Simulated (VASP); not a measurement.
# Pt (P-1) in VASP: single point with PBEsol

Aim: the single point of Pt with PBEsol.

Program: VASP 6.6.1. These are calculated values, not measurements. Logs are shortened: lines on timing, memory, paths and dates and some standing lists are left out, and cuts for length are marked.

## 1. The cell of the first run

The typed cell holds 2 atoms: a = 2.704 Å, b = 2.661 Å, c = 4.898 Å, α = 89.74°, β = 89.92°, γ = 120.86°.

## 2. Single point, PBEsol

Input file INCAR:

```
SYSTEM = Pt
  PREC = Accurate
  ENCUT = 520
  EDIFF = 1E-6
  ISMEAR = 1
  SIGMA = 0.1
  LREAL = .False.
  LASPH = .True.
  NELM = 60
  ALGO = Normal
  ISIF = 2
  LWAVE = .False.
  LCHARG = .False.
  GGA = PS
  NBANDS = 17
```

Input file KPOINTS:

```
regular mesh
0
Gamma
  7 7 4
  0 0 0
```

Input file POSCAR:

```
Pt
1.0
    2.7040914466     -0.0074803227      0.0021112152
   -1.3585668174      2.2882792365      0.0066415256
    0.0034391341      0.0140266766      4.8977164488
Pt
2
Direct
    0.7496946300      0.3068755488      0.7370210178
    0.2333541940      0.7333864105      0.2221350952
```

Potentials or basis: VASP PAW PBE potentials, release 64 (Pt).

Launch:

```console
$ cat potpaw_PBE.64/Pt/POTCAR > POTCAR
$ mpirun -np 1 vasp_std > vasp.out
```

OUTCAR:

```text
SYSTEM = Pt
   PREC = Accurate
   ENCUT = 520
   EDIFF = 1E-6
   ISMEAR = 1
   LREAL = .False.
   LASPH = .True.
   NELM = 60
   ISIF = 2
   GGA = PS

 ion  position               nearest neighbor table
   1  0.750  0.307  0.737-   2 2.67   2 2.77   2 2.79   2 2.92   2 3.24   2 3.35   2 3.42
   2  0.233  0.733  0.222-   1 2.67   1 2.77   1 2.79   1 2.92   1 3.24   1 3.35   1 3.42

  LATTYP: Found a triclinic cell.
 ALAT       =     2.6481232644
 B/A-ratio  =     1.0211392549
 C/A-ratio  =     1.8495127503
 COS(alpha) =     0.0014750048
 COS(beta)  =     0.0061286858
 COS(gamma) =     0.5057228941

  Lattice vectors:

 A1 = (  -1.3455246292,  -2.2807989138,  -0.0087527408)
 A2 = (  -2.7040914466,   0.0074803227,  -0.0021112152)
 A3 = (  -0.0034391341,  -0.0140266766,  -4.8977164488)

Analysis of symmetry for initial positions (statically):
=====================================================================
 Subroutine PRICEL returns:
 Original cell was already a primitive cell.

 Routine SETGRP: Setting up the symmetry group for a
 triclinic supercell.

 Subroutine GETGRP returns: Found  2 space group operations
 (whereof  1 operations were pure point group operations)
 out of a pool of  2 trial point group operations.

The static configuration has the point symmetry C_1 .
 The point group associated with its full space group is S_2 .

Analysis of symmetry for dynamics (positions and initial velocities):
=====================================================================
 Subroutine PRICEL returns:
 Original cell was already a primitive cell.

 Routine SETGRP: Setting up the symmetry group for a
 triclinic supercell.

 Subroutine GETGRP returns: Found  2 space group operations
 (whereof  1 operations were pure point group operations)
 out of a pool of  2 trial point group operations.

The dynamic configuration has the point symmetry C_1 .
 The point group associated with its full space group is S_2 .

 Subroutine INISYM returns: Found  2 space group operations
 (whereof  1 operations are pure point group operations),
 and found     1 'primitive' translations

----------------------------------------------------------------------------------------

                                     Primitive cell

  volume of cell :      30.2556

[... 79 lines left out ...]
   PREC   = accura    normal or accurate (medium, high low for compatibility)
   ISTART =      0    job   : 0-new  1-cont  2-samecut
   ICHARG =      2    charge: 1-file 2-atom 10-const
   ISPIN  =      1    spin polarized calculation?
   LNONCOLLINEAR =      F non collinear calculations
   LSORBIT =      F    spin-orbit coupling
   LASPH  =      T    aspherical Exc in radial PAW
   ENCUT  =  520.0 eV  38.22 Ry    6.18 a.u.   5.03  4.95  9.11*2*pi/ulx,y,z
   NELM   =     60;   NELMIN=  2; NELMDL= -5     # of ELM steps
   EDIFF  = 0.1E-05   stopping-criterion for ELM
   LREAL  =      F    real-space projection
   EDIFFG = 0.1E-04   stopping-criterion for IOM
   NSW    =      0    number of steps for IOM
   IBRION =     -1    ionic relax: 0-MD 1-quasi-New 2-CG
   NFREE  =      0    steps in history (QN), initial steepest desc. (CG)
   ISIF   =      2    stress and relaxation
   ISYM   =      2    0-nonsym 1-usesym 2-fastsym
   POTIM  = 0.5000    time-step for ionic-motion
   TEBEG  =    0.0;   TEEND  =   0.0 temperature during run
   PSTRESS=    0.0 pullay stress
   NELECT =      20.0000    total number of electrons
   NUPDOWN=      -1.0000    fix difference up-down
   EMIN   =  10.00;   EMAX   =-10.00  energy-range for DOS
   EFERMI =   0.00;   METHOD = LEGACY
   ISMEAR =     1;   SIGMA  =   0.10  broadening in eV -4-tet -1-fermi 0-gaus
   EFERMI_NEDOS =   21; number of points for ismear=-14 and -15
   IALGO  =     38    algorithm
   IMIX   =      4    mixing-type and parameters
     AMIX     =   0.40;   BMIX     =  1.00
     AMIX_MAG =   1.60;   BMIX_MAG =  1.00
  volume/ion in A,a.u.               =      15.13       102.09
  Fermi-wavevector in a.u.,A,eV,Ry     =   1.426099  2.694936 27.670951  2.033757
  Thomas-Fermi vector in A             =   2.546412
   LORBIT       =      0    0 simple, 1 ext, 2 COOP (PROOUT), +10 PAW based schemes
   GGA     = PS    functional components
   LHFCALC =     F    Hartree Fock is set to
   AEXX    =    0.0000 exact exchange contribution
   IVDW    =     0    specifies the selected vdW correction
   LEPSILON=     F    determine dielectric tensor
   LRPA    =     F    only Hartree local field effects (RPA)
 non-spin polarized calculation
 Methfessel and Paxton  Order N= 1 SIGMA  =   0.10
  energy-cutoff  :      520.00
  volume of cell :       30.26
 maximum number of plane-waves:       830
   NGX =  9   NGY =  9   NGZ = 19

 number of electron      19.9999998 magnetization

 Free energy of the ion-electron system (eV)
  ---------------------------------------------------
  ext. energy  EPLUGINS =         0.00000000
  ---------------------------------------------------
  free energy    TOTEN  =       -13.80357328 eV

  energy without entropy =      -13.80567061  energy(sigma->0) =      -13.80427239

 E-fermi :  11.1177     XC(G=0): -13.5853

 val. band max:       11.0762012992   @ k =  -0.4286   0.4286  -0.0000
 cond. band min:      11.1188417394   @ k =   0.2857   0.2857   0.5000
 fundamental gap:      0.0426404403
 Fermi energy:        11.1176540521

 k-point     1 :       0.0000    0.0000    0.0000
  band No.  band energies     occupation
      1       0.7560      2.00000
      2       3.2169      2.00000
      3       5.8204      2.00000
      4       7.0981      2.00000
      5       7.3271      2.00000
      6       7.4883      2.00000
[... 457 lines left out ...]
      4       6.8146      2.00000
      5       7.4632      2.00000
      6       7.6765      2.00000
[... 9 lines left out ...]
     16      27.1647      0.00000
     17      27.6104      0.00000

 [... further k-points ...]
[... 5 lines left out ...]
  --------------------------------------------------------------------------------------
  -------------------------------------------------------------------------------------
  Total        0.5634824      1.7264998     -0.1603751      0.0768232      0.0636401      0.0992494
  in kB       29.8390648     91.4263483     -8.4926196      4.0681522      3.3700442      5.2557252
  external PRESSURE =      37.5909312 kB  Pullay stress =       0.0000000 kB

 VOLUME and BASIS-vectors are now :
 -----------------------------------------------------------------------------
  energy-cutoff  :      520.00
  volume of cell :       30.26
      direct lattice vectors                 reciprocal lattice vectors
     2.704091447 -0.007480323  0.002111215     0.370419046  0.219922869 -0.000889947
    -1.358566817  2.288279237  0.006641526     0.001211879  0.437732744 -0.001254483
     0.003439134  0.014026677  4.897716449    -0.000161317 -0.000688386  0.204178870

 POSITION                                       TOTAL-FORCE (eV/Angst)
 -----------------------------------------------------------------------------------
      1.61287      0.70695      3.61334        -0.053996     -0.290345     -0.850504
     -0.36458      1.67956      1.09332         0.053996      0.290345      0.850504
 -----------------------------------------------------------------------------------
    total drift:                                0.000001      0.000002     -0.000001

  FREE ENERGIE OF THE ION-ELECTRON SYSTEM (eV)
  ---------------------------------------------------
  free  energy   TOTEN  =       -13.8035732789 eV

  energy  without entropy=      -13.8056706062  energy(sigma->0) =      -13.80427239
```

stdout:

```text
POSCAR found type information on POSCAR Pt
 POSCAR found :  1 types and       2 ions
 scaLAPACK will be used
 -----------------------------------------------------------------------------
|                                                                             |
|                                                                             |
|     You enforced a specific xc type in the INCAR file but a different       |
|     I HOPE YOU KNOW WHAT YOU ARE DOING!                                     |
|                                                                             |
 -----------------------------------------------------------------------------

 LDA part: xc-table for (Slater+PW92), standard interpolation
 POSCAR, INCAR and KPOINTS ok, starting setup
 FFT: planning ... GRIDC
 FFT: planning ... GRID_SOFT
 FFT: planning ... GRID
 WAVECAR not read
 entering main loop
```

Wall time 14 s (1 thread of Intel Xeon 6975P-C (Granite Rapids), shared host); peak memory 0.16 GiB.

What came out:

```
Free energy            : -13.8036 eV
Pressure               : 3.8 GPa
Largest force          : 0.900 eV/Å
Band gap on the k mesh : zero (band 10 reaches 11.50 eV, above the bottom of band 11 at 9.75 eV)
```

Forces on the atoms (eV/Å):
```
Pt  -0.054 -0.290 -0.851
Pt   0.054  0.290  0.851
```

Levels at points of the mesh, in eV from the Fermi level:
```
           k point  band 7  band 8  band 9  band 10  band 11  band 12  band 13  band 14
(0.00, 0.00, 0.00)   -3.20   -2.39   -1.42    -1.40    -0.45     0.35     4.35    14.75
(0.00, 0.00, 0.50)   -3.55   -3.44   -1.39    -1.03    -0.85    -0.85    10.15    11.42
```

Caveat: the k points lie up to 0.39 Å⁻¹ apart; the PAW data sets were made with another functional, which shifts forces and pressure a little; spin-orbit coupling is left out, which moves the levels of the heavy elements.
